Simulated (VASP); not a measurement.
# ZrB2 (P6/mmm) in VASP: settings compared

The runs below take ZrB2 through single point, with PBE, PBE-based screened hybrid.

All numbers are computed with VASP 6.6.1; they aren't measurements. Logs are shortened: lines on timing, memory, paths and dates and some standing lists are left out, and cuts for length are marked.

## (1) The cell of the first run

It takes space group P6/mmm (No. 191, hexagonal). The conventional cell has a = 3.170 Å, b = 3.170 Å, c = 3.533 Å, α = 90.00°, β = 90.00°, γ = 120.00°. Within 3.4 Å of Zr (site symmetry 6/mmm) lie 12 B at 2.54 Å and 6 Zr at 3.17 Å. B (site symmetry -6m2) has 3 B at 1.83 Å within 2.4 Å.

## (2) Single point, PBE

Contents of INCAR:

```
SYSTEM = ZrB2
ALGO = Normal
EDIFF = 1E-6
ENCUT = 520
GGA = PE
ISIF = 2
ISMEAR = 0
LASPH = .TRUE.
LCHARG = .FALSE.
LREAL = .FALSE.
LWAVE = .FALSE.
NBANDS = 16
NELM = 80
PREC = Accurate
SIGMA = 0.025
```

Contents of KPOINTS:

```
k-points
0
G
  10 10 8
  0 0 0
```

Contents of POSCAR:

```
ZrB2
1.0
    3.1700000000      0.0000000000      0.0000000000
   -1.5850000000      2.7453005300      0.0000000000
    0.0000000000      0.0000000000      3.5330000000
Zr B
1 2
Direct
    0.0000000000      0.0000000000      0.0000000000
    0.6666666667      0.3333333333      0.5000000000
    0.3333333333      0.6666666667      0.5000000000
```

Potentials or basis: VASP PAW PBE potentials, release 64 (Zr_sv, B).

Launch:

```console
$ cat potpaw_PBE.64/Zr_sv/POTCAR potpaw_PBE.64/B/POTCAR > POTCAR
$ mpirun -np 1 vasp_std > vasp.out
```

OUTCAR:

```text
SYSTEM = ZrB2
   EDIFF = 1E-6
   ENCUT = 520
   GGA = PE
   ISIF = 2
   ISMEAR = 0
   LASPH = .TRUE.
   LREAL = .FALSE.
   NELM = 80
   PREC = Accurate

 ion  position               nearest neighbor table
   1  0.000  0.000  0.000-   2 2.54   3 2.54   2 2.54   3 2.54   2 2.54   2 2.54   3 2.54   3 2.54
                             2 2.54   2 2.54   3 2.54   3 2.54
   2  0.667  0.333  0.500-   3 1.83   3 1.83   3 1.83   1 2.54   1 2.54   1 2.54   1 2.54   1 2.54
                             1 2.54
   3  0.333  0.667  0.500-   2 1.83   2 1.83   2 1.83   1 2.54   1 2.54   1 2.54   1 2.54   1 2.54
                             1 2.54

  LATTYP: Found a hexagonal cell.
 ALAT       =     3.1700000000
 C/A-ratio  =     1.1145110410

  Lattice vectors:

 A1 = (   3.1700000000,   0.0000000000,   0.0000000000)
 A2 = (  -1.5850000000,   2.7453005300,   0.0000000000)
 A3 = (   0.0000000000,   0.0000000000,   3.5330000000)

Analysis of symmetry for initial positions (statically):
=====================================================================
 Subroutine PRICEL returns:
 Original cell was already a primitive cell.

 Routine SETGRP: Setting up the symmetry group for a
 hexagonal supercell.

 Subroutine GETGRP returns: Found 24 space group operations
 (whereof 24 operations were pure point group operations)
 out of a pool of 24 trial point group operations.

The static configuration has the point symmetry D_6h.

Analysis of symmetry for dynamics (positions and initial velocities):
=====================================================================
 Subroutine PRICEL returns:
 Original cell was already a primitive cell.

 Routine SETGRP: Setting up the symmetry group for a
 hexagonal supercell.

 Subroutine GETGRP returns: Found 24 space group operations
 (whereof 24 operations were pure point group operations)
 out of a pool of 24 trial point group operations.

The dynamic configuration has the point symmetry D_6h.

 Subroutine INISYM returns: Found 24 space group operations
 (whereof 24 operations are pure point group operations),
 and found     1 'primitive' translations

----------------------------------------------------------------------------------------

                                     Primitive cell

  volume of cell :      30.7463

  direct lattice vectors                    reciprocal lattice vectors
     3.170000000  0.000000000  0.000000000     0.315457413  0.182129422  0.000000000
    -1.585000000  2.745300530  0.000000000     0.000000000  0.364258845  0.000000000
     0.000000000  0.000000000  3.533000000     0.000000000  0.000000000  0.283045570

  length of vectors
     3.170000000  3.170000000  3.533000000     0.364258845  0.364258845  0.283045570

  position of ions in fractional coordinates (direct lattice)
     0.000000000  0.000000000  0.000000000
     0.666666667  0.333333333  0.500000000
     0.333333333  0.666666667  0.500000000

  ion indices of the primitive-cell ions
   primitive index   ion index
                 1           1
                 2           2
                 3           3

----------------------------------------------------------------------------------------

 KPOINTS: k-points

Automatic generation of k-mesh.
 Grid dimensions read from file:
 generate k-points for:   10   10    8

 Generating k-lattice:

  Cartesian coordinates                     Fractional coordinates (reciprocal lattice)
     0.031545741  0.018212942  0.000000000     0.100000000  0.000000000  0.000000000
     0.000000000  0.036425884  0.000000000     0.000000000  0.100000000  0.000000000
     0.000000000  0.000000000  0.035380696     0.000000000  0.000000000  0.125000000

  Length of vectors
     0.036425884  0.036425884  0.035380696

  Shift w.r.t. Gamma in fractional coordinates (k-lattice)
     0.000000000  0.000000000  0.000000000

 Subroutine IBZKPT returns following result:
 ===========================================

 Found     70 irreducible k-points:

 Following reciprocal coordinates:
            Coordinates               Weight
  0.000000  0.000000  0.000000      1.000000
  0.100000 -0.000000  0.000000      6.000000
  0.200000 -0.000000  0.000000      6.000000
  0.300000  0.000000  0.000000      6.000000
  0.400000  0.000000  0.000000      6.000000
  0.500000  0.000000  0.000000      3.000000
[... 16 lines left out ...]
  0.300000  0.100000  0.125000     24.000000
  0.400000  0.100000  0.125000     24.000000
 [... further k-points ...]
   k-points           NKPTS =     70   k-points in BZ     NKDIM =     70   number of bands    NBANDS=     16
   number of dos      NEDOS =    301   number of ions     NIONS =      3
   total plane-waves  NPLWV =  16128
   dimension x,y,z NGX =    24 NGY =   24 NGZ =   28
   dimension x,y,z NGXF=    48 NGYF=   48 NGZF=   56
   ions per type =               1   2
   NGX,Y,Z   is equivalent  to a cutoff of  12.59, 12.59, 13.18 a.u.
   NGXF,Y,Z  is equivalent  to a cutoff of  25.17, 25.17, 26.35 a.u.
 SYSTEM =  ZrB2
   PREC   = accura    normal or accurate (medium, high low for compatibility)
   ISTART =      0    job   : 0-new  1-cont  2-samecut
   ICHARG =      2    charge: 1-file 2-atom 10-const
   ISPIN  =      1    spin polarized calculation?
   LNONCOLLINEAR =      F non collinear calculations
   LSORBIT =      F    spin-orbit coupling
   LASPH  =      T    aspherical Exc in radial PAW
   ENCUT  =  520.0 eV  38.22 Ry    6.18 a.u.   5.89  5.89  6.57*2*pi/ulx,y,z
   NELM   =     80;   NELMIN=  2; NELMDL= -5     # of ELM steps
   EDIFF  = 0.1E-05   stopping-criterion for ELM
   LREAL  =      F    real-space projection
   EDIFFG = 0.1E-04   stopping-criterion for IOM
   NSW    =      0    number of steps for IOM
   IBRION =     -1    ionic relax: 0-MD 1-quasi-New 2-CG
   NFREE  =      0    steps in history (QN), initial steepest desc. (CG)
   ISIF   =      2    stress and relaxation
   ISYM   =      2    0-nonsym 1-usesym 2-fastsym
   POTIM  = 0.5000    time-step for ionic-motion
   TEBEG  =    0.0;   TEEND  =   0.0 temperature during run
   PSTRESS=    0.0 pullay stress
   NELECT =      18.0000    total number of electrons
   NUPDOWN=      -1.0000    fix difference up-down
   EMIN   =  10.00;   EMAX   =-10.00  energy-range for DOS
   EFERMI =   0.00;   METHOD = LEGACY
   ISMEAR =     0;   SIGMA  =   0.03  broadening in eV -4-tet -1-fermi 0-gaus
   EFERMI_NEDOS =   21; number of points for ismear=-14 and -15
   IALGO  =     38    algorithm
   IMIX   =      4    mixing-type and parameters
     AMIX     =   0.40;   BMIX     =  1.00
     AMIX_MAG =   1.60;   BMIX_MAG =  1.00
  volume/ion in A,a.u.               =      10.25        69.16
  Fermi-wavevector in a.u.,A,eV,Ry     =   1.369519  2.588016 25.518847  1.875582
  Thomas-Fermi vector in A             =   2.495387
   LORBIT       =      0    0 simple, 1 ext, 2 COOP (PROOUT), +10 PAW based schemes
   GGA     = PE    functional components
   LHFCALC =     F    Hartree Fock is set to
   AEXX    =    0.0000 exact exchange contribution
   IVDW    =     0    specifies the selected vdW correction
   LEPSILON=     F    determine dielectric tensor
   LRPA    =     F    only Hartree local field effects (RPA)
 non-spin polarized calculation
 Gauss-broadening in eV      SIGMA  =   0.03
  energy-cutoff  :      520.00
  volume of cell :       30.75
 maximum number of plane-waves:       844
 NGX is ok and might be reduce to    24
   NGX = 11   NGY = 11   NGZ = 13

 number of electron      18.0000000 magnetization

 Free energy of the ion-electron system (eV)
  ---------------------------------------------------
  ext. energy  EPLUGINS =         0.00000000
  ---------------------------------------------------
  free energy    TOTEN  =       -24.97418006 eV

  energy without entropy =      -24.97388712  energy(sigma->0) =      -24.97403359

 E-fermi :  10.4030     XC(G=0): -12.4435

 val. band max:       10.4030085559   @ k =   0.2000   0.2000   0.1250
 cond. band min:      10.5984142224   @ k =   0.1000  -0.0000   0.5000
 fundamental gap:      0.1954056665
 Fermi energy:        10.4030120334

 k-point     1 :       0.0000    0.0000    0.0000
  band No.  band energies     occupation
      1     -38.1099      2.00000
      2     -16.2916      2.00000
      3     -15.7456      2.00000
      4     -15.7456      2.00000
      5      -2.2014      2.00000
      6       7.8959      2.00000
[... 8 lines left out ...]
     15      15.6750      0.00000
     16      15.6750      0.00000

 k-point     2 :       0.1000   -0.0000    0.0000
  band No.  band energies     occupation
      1     -38.0989      2.00000
      2     -16.2753      2.00000
      3     -15.8415      2.00000
      4     -15.7664      2.00000
      5      -2.0020      2.00000
      6       7.3256      2.00000
[... 8 lines left out ...]
     15      16.3357      0.00000
     16      16.8606      0.00000

 k-point     3 :       0.2000   -0.0000    0.0000
  band No.  band energies     occupation
      1     -38.0701      2.00000
      2     -16.2322      2.00000
      3     -16.0855      2.00000
      4     -15.8204      2.00000
      5      -1.4354      2.00000
      6       6.0657      2.00000
[... 8 lines left out ...]
     15      17.2969      0.00000
     16      18.1356      0.00000

 k-point     4 :       0.3000    0.0000    0.0000
  band No.  band energies     occupation
      1     -38.0341      2.00000
      2     -16.3739      2.00000
      3     -16.1784      2.00000
      4     -15.8863      2.00000
      5      -0.5727      2.00000
      6       4.6246      2.00000
[... 8 lines left out ...]
     15      18.2919      0.00000
     16      20.4212      0.00000

 k-point     5 :       0.4000    0.0000    0.0000
  band No.  band energies     occupation
      1     -38.0048      2.00000
      2     -16.5979      2.00000
      3     -16.1344      2.00000
      4     -15.9388      2.00000
      5       0.5106      2.00000
      6       3.1886      2.00000
[... 8 lines left out ...]
     15      19.5304      0.00000
     16      19.7485      0.00000

 k-point     6 :       0.5000    0.0000    0.0000
  band No.  band energies     occupation
      1     -37.9935      2.00000
      2     -16.6815      2.00000
      3     -16.1175      2.00000
      4     -15.9587      2.00000
      5       1.5670      2.00000
      6       2.0147      2.00000
[... 8 lines left out ...]
     15      18.2277      0.00000
     16      20.5047      0.00000

 k-point     7 :       0.1000    0.1000    0.0000
  band No.  band energies     occupation
      1     -38.0790      2.00000
      2     -16.2456      2.00000
      3     -16.0041      2.00000
      4     -15.8111      2.00000
      5      -1.6189      2.00000
      6       6.5060      2.00000
[... 8 lines left out ...]
     15      17.1520      0.00000
     16      17.3463      0.00000

 k-point     8 :       0.2000    0.1000    0.0000
  band No.  band energies     occupation
      1     -38.0466      2.00000
      2     -16.2527      2.00000
      3     -16.1971      2.00000
      4     -15.8884      2.00000
      5      -0.9030      2.00000
      6       5.3097      2.00000
[... 8 lines left out ...]
     15      17.3257      0.00000
     16      18.9698      0.00000

 k-point     9 :       0.3000    0.1000    0.0000
  band No.  band energies     occupation
      1     -38.0139      2.00000
      2     -16.4911      2.00000
      3     -16.1481      2.00000
      4     -15.9654      2.00000
      5       0.0746      2.00000
      6       3.9607      2.00000
[... 8 lines left out ...]
     15      18.7528      0.00000
     16      20.1851      0.00000
[... 172 lines left out ...]
 k-point    19 :       0.4000    0.0000    0.1250
  band No.  band energies     occupation
      1     -38.0022      2.00000
      2     -16.5892      2.00000
      3     -16.1794      2.00000
      4     -15.9335      2.00000
      5       0.5767      2.00000
      6       3.0950      2.00000
[... 8 lines left out ...]
     15      18.4506      0.00000
     16      20.7974      0.00000

 k-point    20 :       0.5000    0.0000    0.1250
  band No.  band energies     occupation
      1     -37.9909      2.00000
      2     -16.6723      2.00000
      3     -16.1615      2.00000
      4     -15.9532      2.00000
      5       1.7467      2.00000
      6       1.7844      2.00000
[... 8 lines left out ...]
     15      18.3024      0.00000
     16      20.7511      0.00000

 k-point    21 :       0.1000    0.1000    0.1250
  band No.  band energies     occupation
      1     -38.0762      2.00000
      2     -16.2982      2.00000
      3     -15.9982      2.00000
      4     -15.8068      2.00000
      5      -1.4245      2.00000
      6       6.5810      2.00000
[... 8 lines left out ...]
     15      17.0727      0.00000
     16      17.4484      0.00000

 k-point    22 :       0.2000    0.1000    0.1250
  band No.  band energies     occupation
      1     -38.0439      2.00000
      2     -16.2585      2.00000
      3     -16.2335      2.00000
      4     -15.8835      2.00000
      5      -0.7535      2.00000
      6       5.2914      2.00000
[... 8 lines left out ...]
     15      17.7650      0.00000
     16      19.1120      0.00000

 k-point    23 :       0.3000    0.1000    0.1250
  band No.  band energies     occupation
      1     -38.0113      2.00000
      2     -16.4831      2.00000
      3     -16.1938      2.00000
      4     -15.9600      2.00000
      5       0.1613      2.00000
      6       3.8826      2.00000
[... 8 lines left out ...]
     15      18.0425      0.00000
     16      20.9178      0.00000

 k-point    24 :       0.4000    0.1000    0.1250
  band No.  band energies     occupation
      1     -37.9910      2.00000
      2     -16.6251      2.00000
      3     -16.1616      2.00000
      4     -16.0067      2.00000
      5       1.2638      2.00000
      6       2.5211      2.00000
[... 8 lines left out ...]
     15      18.8022      0.00000
     16      20.6110      0.00000

 [... further k-points ...]
[... 5 lines left out ...]
  --------------------------------------------------------------------------------------
  -------------------------------------------------------------------------------------
  Total        0.0979778      0.0979778      0.3388958      0.0000000      0.0000000      0.0000000
  in kB        5.1055838      5.1055838     17.6597264      0.0000000      0.0000000      0.0000000
  external PRESSURE =       9.2902980 kB  Pullay stress =       0.0000000 kB

 VOLUME and BASIS-vectors are now :
 -----------------------------------------------------------------------------
  energy-cutoff  :      520.00
  volume of cell :       30.75
      direct lattice vectors                 reciprocal lattice vectors
     3.170000000  0.000000000  0.000000000     0.315457413  0.182129422  0.000000000
    -1.585000000  2.745300530  0.000000000     0.000000000  0.364258845  0.000000000
     0.000000000  0.000000000  3.533000000     0.000000000  0.000000000  0.283045570

 POSITION                                       TOTAL-FORCE (eV/Angst)
 -----------------------------------------------------------------------------------
      0.00000      0.00000      0.00000        -0.000000      0.000000      0.000000
      1.58500      0.91510      1.76650         0.000000      0.000000      0.000000
     -0.00000      1.83020      1.76650        -0.000000      0.000000      0.000000
 -----------------------------------------------------------------------------------
    total drift:                               -0.000000      0.000000     -0.000000

  FREE ENERGIE OF THE ION-ELECTRON SYSTEM (eV)
  ---------------------------------------------------
  free  energy   TOTEN  =       -24.9741800587 eV

  energy  without entropy=      -24.9738871236  energy(sigma->0) =      -24.97403359
```

It took 40 s on 1 thread of Intel Xeon 8259CL, shared host; peak memory 0.16 GiB.

Results:

```yaml
Free_energy: -24.9742 eV
Pressure: 0.9 GPa
Band_gap_on_the_k_mesh: zero (band 9 reaches 11.10 eV, above the bottom of band 10 at 10.29 eV)
```

[end of part 1 of 2]
